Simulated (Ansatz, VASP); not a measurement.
Nb2SiO2 in VASP and in Ansatz

```
Nb Si O
1.0
    -1.72569    1.72569    5.37133
     1.72569   -1.72569    5.37133
     1.72569    1.72569   -5.37133
Nb Si O
2 1 2
Cartesian
  0.0000 0.0000 3.9347
  0.0000 0.0000 6.8080
  0.0000 0.0000 0.0000
  0.0000 1.7257 2.6857
  1.7257 0.0000 2.6857
```

Alike in both runs: functional PBE; k mesh 12 × 12 × 12; occupations gaussian, width 0.1 eV; no spin polarisation.

Ansatz relaxed the structure, and its values are those at the end. VASP's run is a single point on that final structure, the one shown.

```csv
,VASP,Ansatz
version,VASP 6.6.1,Ansatz 0.2.0
potentials or method,"VASP PAW PBE potentials, release 64 (Nb_sv, Si, O), cutoff 520 eV","scalar-relativistic, plane waves, PAW"
valence electrons in the cell,42,42
```

|  | VASP | Ansatz | Ansatz less VASP |
| --- | --- | --- | --- |
| gap on the k mesh at the Fermi level (eV) | none | none | - |
| pressure (GPa) | -0.2 | 0.0 | +0.25 |

A gap of «none» marks a metal or a gap that the smearing closes. The functional is the same, so the differences come from potentials, cutoffs and numerics.
